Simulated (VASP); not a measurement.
# Sc18Pt in VASP: a series of runs

The runs below take Sc18Pt through single point, with PBE+D3(BJ).

Program: VASP 6.6.1. These are calculated values, not measurements. Logs are shortened: lines on timing, memory, paths and dates and some standing lists are left out, and cuts for length are marked.

## 1. The cell of the first run

The cell holds a slab with vacuum, 19 atoms: a = 6.620 Å, b = 9.930 Å, c = 16.276 Å, α = 90.00°, β = 90.00°, γ = 60.00°.

## 2. Single point, PBE+D3(BJ)

File INCAR:

```
SYSTEM = Sc18Pt
PREC = Accurate
ENCUT = 400
EDIFF = 1E-6
ISMEAR = -1
SIGMA = 0.05
LREAL = .FALSE.
LASPH = .TRUE.
NELM = 120
ALGO = Normal
ISIF = 2
LWAVE = .FALSE.
LCHARG = .FALSE.
GGA = PE
IVDW = 12
NBANDS = 119
GGA_COMPAT = .FALSE.
NELMDL = -8
```

File KPOINTS:

```
regular mesh
0
G
  3 2 1
  0 0 0
```

File POSCAR:

```
Sc18Pt
1.0
    6.6200000000      0.0000000000      0.0000000000
    4.9650000000      8.5996320000      0.0000000000
    0.0000000000      0.0000000000     16.2761400000
Sc Pt
18 1
Direct
    0.0000000000      0.0000000000      0.0614396000
    0.5000000000      0.0000000000      0.0614396000
    0.0000000000      0.3333333000      0.0614396000
    0.5000000000      0.3333333000      0.0614396000
    0.0000000000      0.6666667000      0.0614396000
    0.5000000000      0.6666667000      0.0614396000
   -0.1653021519      0.2203319040      0.2135861267
    0.3332500769      0.2223758836      0.2087870256
   -0.1670852718      0.5566810260      0.2147966739
    0.3329379241      0.5553586047      0.2136934537
   -0.1640435494      0.8884762614      0.2148415461
    0.3299339374      0.8903422716      0.2139591724
    0.0001837008     -0.0000507266      0.3698263877
    0.4998573698      0.0003187409      0.3655106451
    0.0037010887      0.3318684057      0.3655221992
    0.4983040391      0.3325237571      0.3648391899
    0.0035652991      0.6647188929      0.3688952004
    0.4967613798      0.6682613041      0.3664762692
    0.3349458939      0.2217594677      0.4715150487
```

Potentials or basis: VASP PAW PBE potentials, release 64 (Sc_sv, Pt).

Command:

```
cat potpaw_PBE.64/Sc_sv/POTCAR potpaw_PBE.64/Pt/POTCAR > POTCAR
mpirun -np 1 vasp_std > vasp.out
```

OUTCAR:

```text
SYSTEM = Sc18Pt
   PREC = Accurate
   ENCUT = 400
   EDIFF = 1E-6
   ISMEAR = -1
   LREAL = .FALSE.
   LASPH = .TRUE.
   NELM = 120
   ISIF = 2
   GGA = PE
   IVDW = 12
   NELMDL = -8
 IVDW          = 12

 ion  position               nearest neighbor table
   1  0.000  0.000  0.061-   7 3.12  12 3.12  11 3.14   5 3.31   3 3.31   6 3.31   4 3.31   2 3.31
                             2 3.31
   2  0.500  0.000  0.061-   8 3.07  12 3.14  11 3.15   6 3.31   4 3.31   5 3.31   3 3.31   1 3.31
                             1 3.31
   3  0.000  0.333  0.061-   8 3.07   7 3.13   9 3.15   1 3.31   2 3.31   4 3.31   4 3.31   6 3.31
                             5 3.31
   4  0.500  0.333  0.061-   8 3.07  10 3.13   7 3.13   2 3.31   1 3.31   3 3.31   3 3.31   5 3.31
                             6 3.31
   5  0.000  0.667  0.061-  10 3.13   9 3.14  11 3.14   1 3.31   2 3.31   6 3.31   6 3.31   4 3.31
                             3 3.31
   6  0.500  0.667  0.061-  10 3.13  12 3.14   9 3.14   2 3.31   1 3.31   5 3.31   5 3.31   3 3.31
                             4 3.31
   7  0.835  0.220  0.214-   1 3.12  16 3.13   4 3.13   3 3.13  15 3.14  13 3.17  12 3.28  11 3.29
                             8 3.31   8 3.31  10 3.32   9 3.33
   8  0.333  0.222  0.209-   4 3.07   3 3.07   2 3.07  16 3.17  15 3.17  14 3.19  10 3.31  12 3.31
                             7 3.31   7 3.31   9 3.32  11 3.32
   9  0.833  0.557  0.215-  15 3.12  18 3.13   5 3.14   6 3.14   3 3.15  17 3.15  10 3.30  11 3.30
[... 4 lines left out ...]
                            10 3.30   9 3.30   8 3.32  12 3.34
  12  0.330  0.890  0.214-   1 3.12  14 3.13  18 3.13   2 3.14   6 3.14  13 3.16   7 3.28  11 3.28
                             8 3.31  10 3.32   9 3.32  11 3.34
  13  0.000  1.000  0.370-  11 3.16  12 3.16   7 3.17  18 3.29  15 3.31  14 3.31  14 3.31  16 3.31
                            17 3.32
  14  0.500  0.000  0.366-  19 2.57  11 3.12  12 3.13   8 3.19  15 3.29  16 3.29  18 3.31  13 3.31
                            13 3.31  17 3.33
  15  0.004  0.332  0.366-  19 2.57   9 3.12   7 3.14   8 3.17  16 3.28  14 3.29  17 3.31  13 3.31
                            16 3.34  18 3.35
  16  0.498  0.333  0.365-  19 2.57  10 3.12   7 3.13   8 3.17  15 3.28  17 3.29  14 3.29  13 3.31
                            18 3.33  15 3.34
  17  0.004  0.665  0.369-   9 3.15  10 3.15  11 3.16  18 3.28  16 3.29  15 3.31  13 3.32  14 3.33
                            18 3.34
  18  0.497  0.668  0.366-   9 3.13  12 3.13  10 3.14  17 3.28  13 3.29  14 3.31  16 3.33  17 3.34
                            15 3.35
  19  0.335  0.222  0.472-  15 2.57  16 2.57  14 2.57

  LATTYP: Found a simple monoclinic cell.
 ALAT       =     6.6200000000
 B/A-ratio  =     2.4586314199
 C/A-ratio  =     1.3228756170
 COS(beta)  =    -0.1889822420

  Lattice vectors:

 A1 = (   6.6200000000,   0.0000000000,   0.0000000000)
 A2 = (   0.0000000000,   0.0000000000, -16.2761400000)
 A3 = (  -1.6550000000,   8.5996320000,   0.0000000000)

Analysis of symmetry for initial positions (statically):
=====================================================================
 Subroutine PRICEL returns:
 Original cell was already a primitive cell.

 Routine SETGRP: Setting up the symmetry group for a
 simple monoclinic supercell.

 Subroutine GETGRP returns: Found  1 space group operations
 (whereof  1 operations were pure point group operations)
 out of a pool of  4 trial point group operations.

The static configuration has the point symmetry C_1 .

Analysis of symmetry for dynamics (positions and initial velocities):
=====================================================================
 Subroutine PRICEL returns:
 Original cell was already a primitive cell.

 Routine SETGRP: Setting up the symmetry group for a
 simple monoclinic supercell.

 Subroutine GETGRP returns: Found  1 space group operations
 (whereof  1 operations were pure point group operations)
 out of a pool of  4 trial point group operations.

The dynamic configuration has the point symmetry C_1 .

 Subroutine INISYM returns: Found  1 space group operations
 (whereof  1 operations are pure point group operations),
 and found     1 'primitive' translations

----------------------------------------------------------------------------------------

                                     Primitive cell

  volume of cell :     926.5936

[... 79 lines left out ...]
|           W    W  A    A  R    R  N    N  II  N    N   GGGG   !!!           |
|                                                                             |
|     Your reciprocal lattice and k-lattice belong to different lattice       |
|     classes:                                                                |
|                                                                             |
|        The reciprocal lattice is simple monoclinic,                         |
|        whereas your k-lattice is hexagonal.                                 |
|                                                                             |
|     Results are often still useful ...                                      |
|                                                                             |
 -----------------------------------------------------------------------------

 Subroutine IBZKPT returns following result:
 ===========================================

 Found      4 irreducible k-points:

 Following reciprocal coordinates:
            Coordinates               Weight
  0.000000  0.000000  0.000000      1.000000
  0.333333  0.000000  0.000000      2.000000
  0.000000  0.500000  0.000000      1.000000
  0.333333  0.500000  0.000000      2.000000
   k-points           NKPTS =      4   k-points in BZ     NKDIM =      4   number of bands    NBANDS=    119
   number of dos      NEDOS =    301   number of ions     NIONS =     19
   total plane-waves  NPLWV = 362880
   dimension x,y,z NGX =    48 NGY =   70 NGZ =  108
   dimension x,y,z NGXF=    96 NGYF=  140 NGZF=  216
   ions per type =              18   1
   NGX,Y,Z   is equivalent  to a cutoff of  12.05, 11.72, 11.03 a.u.
   NGXF,Y,Z  is equivalent  to a cutoff of  24.11, 23.44, 22.06 a.u.
 SYSTEM =  Sc18Pt
   PREC   = accura    normal or accurate (medium, high low for compatibility)
   ISTART =      0    job   : 0-new  1-cont  2-samecut
   ICHARG =      2    charge: 1-file 2-atom 10-const
   ISPIN  =      1    spin polarized calculation?
   LNONCOLLINEAR =      F non collinear calculations
   LSORBIT =      F    spin-orbit coupling
   LASPH  =      T    aspherical Exc in radial PAW
   ENCUT  =  400.0 eV  29.40 Ry    5.42 a.u.  10.80 16.19 26.54*2*pi/ulx,y,z
   NELM   =    120;   NELMIN=  2; NELMDL= -8     # of ELM steps
   EDIFF  = 0.1E-05   stopping-criterion for ELM
   LREAL  =      F    real-space projection
   EDIFFG = 0.1E-04   stopping-criterion for IOM
   NSW    =      0    number of steps for IOM
   IBRION =     -1    ionic relax: 0-MD 1-quasi-New 2-CG
   NFREE  =      0    steps in history (QN), initial steepest desc. (CG)
   ISIF   =      2    stress and relaxation
   ISYM   =      2    0-nonsym 1-usesym 2-fastsym
   POTIM  = 0.5000    time-step for ionic-motion
   TEBEG  =    0.0;   TEEND  =   0.0 temperature during run
   PSTRESS=    0.0 pullay stress
   NELECT =     208.0000    total number of electrons
   NUPDOWN=      -1.0000    fix difference up-down
   EMIN   =  10.00;   EMAX   =-10.00  energy-range for DOS
   EFERMI =   0.00;   METHOD = LEGACY
   ISMEAR =    -1;   SIGMA  =   0.05  broadening in eV -4-tet -1-fermi 0-gaus
   EFERMI_NEDOS =   21; number of points for ismear=-14 and -15
   IALGO  =     38    algorithm
   IMIX   =      4    mixing-type and parameters
     AMIX     =   0.40;   BMIX     =  1.00
     AMIX_MAG =   1.60;   BMIX_MAG =  1.00
  volume/ion in A,a.u.               =      48.77       329.10
  Fermi-wavevector in a.u.,A,eV,Ry     =   0.994946  1.880175 13.468646  0.989918
  Thomas-Fermi vector in A             =   2.126932
   LORBIT       =      0    0 simple, 1 ext, 2 COOP (PROOUT), +10 PAW based schemes
   GGA     = PE    functional components
   LHFCALC =     F    Hartree Fock is set to
   AEXX    =    0.0000 exact exchange contribution
   IVDW    =    12    specifies the selected vdW correction
   LEPSILON=     F    determine dielectric tensor
   LRPA    =     F    only Hartree local field effects (RPA)
 non-spin polarized calculation
  energy-cutoff  :      400.00
  volume of cell :      926.59
 maximum number of plane-waves:     16829
 NGX is ok and might be reduce to    48
   NGX = 21   NGY = 33   NGZ = 53

 number of electron     208.0000021 magnetization

 Free energy of the ion-electron system (eV)
  ---------------------------------------------------
  ext. energy  EPLUGINS =         0.00000000
  ---------------------------------------------------
  free energy    TOTEN  =      -111.55071208 eV

  energy without entropy =     -111.21139040  energy(sigma->0) =     -111.38105124

 E-fermi :   0.3040     XC(G=0):  -5.9916

 val. band max:        0.2993316491   @ k =   0.3333   0.5000   0.0000
 cond. band min:       0.3061439837   @ k =   0.3333   0.5000   0.0000
 fundamental gap:      0.0068123346
 Fermi energy:         0.3039619659

 k-point     1 :       0.0000    0.0000    0.0000
  band No.  band energies     occupation
      1     -49.4993      2.00000
      2     -49.4343      2.00000
      3     -49.4266      2.00000
      4     -49.4027      2.00000
      5     -49.4011      2.00000
      6     -49.3883      2.00000
[... 465 lines left out ...]
    115       0.7538      0.00025
    116       0.7757      0.00016
 [bands above 116 left out]

------------------------ aborting loop because EDIFF is reached ----------------------------------------

 Edisp (eV)   -5.37460

 E8    (eV) :    -2.6914

  FORCE on cell =-STRESS in cart. coord.  units (eV):
  Direction    XX          YY          ZZ          XY          YZ          ZX
  --------------------------------------------------------------------------------------
  -------------------------------------------------------------------------------------
  Total      -6.63259    -6.60616    -0.35777     0.01187    -0.00084    -0.00430
  in kB     -11.46845   -11.42273    -0.61863     0.02053    -0.00146    -0.00744
  external pressure =       -7.84 kB  Pullay stress =        0.00 kB

 VOLUME and BASIS-vectors are now :
 -----------------------------------------------------------------------------
  energy-cutoff  :      400.00
  volume of cell :      926.59
      direct lattice vectors                 reciprocal lattice vectors
     6.620000000  0.000000000  0.000000000     0.151057402 -0.087213034  0.000000000
     4.965000000  8.599632000  0.000000000     0.000000000  0.116284046  0.000000000
     0.000000000  0.000000000 16.276140000     0.000000000  0.000000000  0.061439629

 POSITION                                       TOTAL-FORCE (eV/Angst)
 -----------------------------------------------------------------------------------
      0.00000      0.00000      1.00000        -0.000641     -0.006991      0.048239
      3.31000      0.00000      1.00000         0.000390     -0.065576     -0.047239
      1.65500      2.86654      1.00000        -0.044201      0.044929     -0.057877
      4.96500      2.86654      1.00000         0.043451      0.027136     -0.086159
      3.31000      5.73309      1.00000         0.006864     -0.015767      0.037507
      6.62000      5.73309      1.00000        -0.006966      0.016464      0.053915
[... 11 lines left out ...]
      6.60648      5.74680      5.96482         0.001546     -0.000826      0.009132
      3.31838      1.90705      7.67444         0.000840     -0.001015      0.047545
 -----------------------------------------------------------------------------------
    total drift:                                0.000104     -0.000291     -0.003660

  FREE ENERGIE OF THE ION-ELECTRON SYSTEM (eV)
  ---------------------------------------------------
  free  energy   TOTEN  =      -116.9253100564 eV

  energy  without entropy=     -116.5859883705  energy(sigma->0) =     -116.75564921
```

Run time: 45 min. Hardware: 1 thread of Intel Xeon 8259CL, shared host; peak memory 0.79 GiB.

Results:

```yaml
Free_energy: -116.9253 eV
Largest_force: 0.100 eV/Å
Band_gap_on_the_k_mesh: zero (bands 104 and 105 overlap by 0.06 eV)
Dispersion_energy_per_atom: -0.283 eV
```

Forces in eV/Å, atoms in the order of the input:
```
Sc  -0.001 -0.007  0.048
Sc   0.000 -0.066 -0.047
Sc  -0.044  0.045 -0.058
Sc   0.043  0.027 -0.086
Sc   0.007 -0.016  0.038
Sc  -0.007  0.016  0.054
Sc   0.001  0.000  0.001
Sc   0.002  0.000  0.006
Sc  -0.002 -0.002 -0.001
Sc   0.002  0.000 -0.001
Sc   0.002  0.002 -0.001
Sc  -0.001  0.000  0.001
Sc   0.001  0.004  0.009
Sc   0.000 -0.020 -0.008
Sc  -0.021  0.012 -0.009
Sc   0.017  0.009 -0.009
Sc  -0.003 -0.002  0.008
Sc   0.002 -0.001  0.009
Pt   0.001 -0.001  0.048
```

Caveat: the k points lie up to 0.37 Å⁻¹ apart; there is no dipole correction, which matters where the two faces differ; spin-orbit coupling is left out, which moves the levels of the heavy elements.

(Continued in part 2 of 2.)
